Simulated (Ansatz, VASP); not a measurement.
## RuS2 in VASP and in Ansatz

```
CELL_PARAMETERS angstrom
5.63192 0.00000 0.00000
0.00000 5.63192 0.00000
0.00000 0.00000 5.63192
ATOMIC_POSITIONS crystal
Ru 0.00000 0.50000 0.50000
Ru 0.50000 0.50000 0.00000
Ru 0.50000 0.00000 0.50000
Ru 0.00000 0.00000 0.00000
S 0.38792 0.11208 0.88792
S 0.11208 0.88792 0.38792
S 0.88792 0.38792 0.11208
S 0.61208 0.61208 0.61208
S 0.38792 0.38792 0.38792
S 0.11208 0.61208 0.88792
S 0.88792 0.11208 0.61208
S 0.61208 0.88792 0.11208
```

Alike in both runs: task single point; functional PBE; k mesh 4 × 4 × 4; occupations fermi-dirac, width 0.02 eV; no spin polarisation.

|  | VASP | Ansatz |
| --- | --- | --- |
| version | VASP 6.6.1 | Ansatz 0.2.0 |
| potentials or method | VASP PAW PBE potentials, release 64 (Ru_pv, S) | plane waves, PAW |
| plane-wave cutoff (eV) | 520 | 420 |
| valence electrons in the cell | 104 | 112 |

VASP gave:

* pressure (GPa): 1.3
* rms of the force components (eV/Å): 0.067

Which values does Ansatz return?

Pressure (GPa): 1.6; rms of the force components (eV/Å): 0.088.

Atom by atom the forces differ by 0.021 eV/Å (rms over components). With one functional, cell and mesh, what is left measures potentials, basis and numerics. VASP's potentials hold 104 valence electrons a cell and Ansatz's 112, so a difference there can come from the potentials and not from the codes.
